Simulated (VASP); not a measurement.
Here is a VASP 6.6.1 calculation.

The input POSCAR:

```
Al
1.0
    2.8917208132      0.0000000000      0.0000000000
   -1.4458604066      2.5043036849      0.0000000000
    0.0000000000      0.0000000000      4.6036946748
Al
2
Direct
    0.6666666667      0.3333333333      0.7500000000
    0.3333333333      0.6666666667      0.2500000000
```

File INCAR.step1:

```
PREC = Accurate
ENCUT = 520
ISMEAR = 0
SIGMA = 0.15
LREAL = False
LASPH = True
NELM = 60
NBANDS = 10
GGA = PE
ALGO = Normal
EDIFF = 1E-4
LWAVE = True
LCHARG = False
```

INCAR.step2

```
PREC = Accurate
ENCUT = 520
EDIFF = 1E-6
ISMEAR = 0
SIGMA = 0.15
LREAL = False
LASPH = True
NELM = 60
ALGO = Normal
ISIF = 2
LWAVE = False
LCHARG = False
METAGGA = R2SCAN
LMIXTAU = True
NBANDS = 10
ISTART = 1
```

File KPOINTS:

```
Automatic mesh
0
Gamma
  24 24 12
```

Potentials or basis: VASP PAW PBE potentials, release 64 (Al).

The run is started by

```console
$ cat potpaw_PBE.64/Al/POTCAR > POTCAR
$ cp INCAR.step1 INCAR
$ mpirun -np 1 vasp_std > vasp.out
$ cp INCAR.step2 INCAR
$ mpirun -np 1 vasp_std > vasp.out
```

(1) Predict the pressure.

(2) Estimate the band gap on the k mesh.

Answers

(1) -3.5 GPa.

(2) zero (band 3 reaches 12.73 eV, above the bottom of band 4 at 4.52 eV).

Caveat: the PAW data sets were made with another functional, which shifts forces and pressure a little.
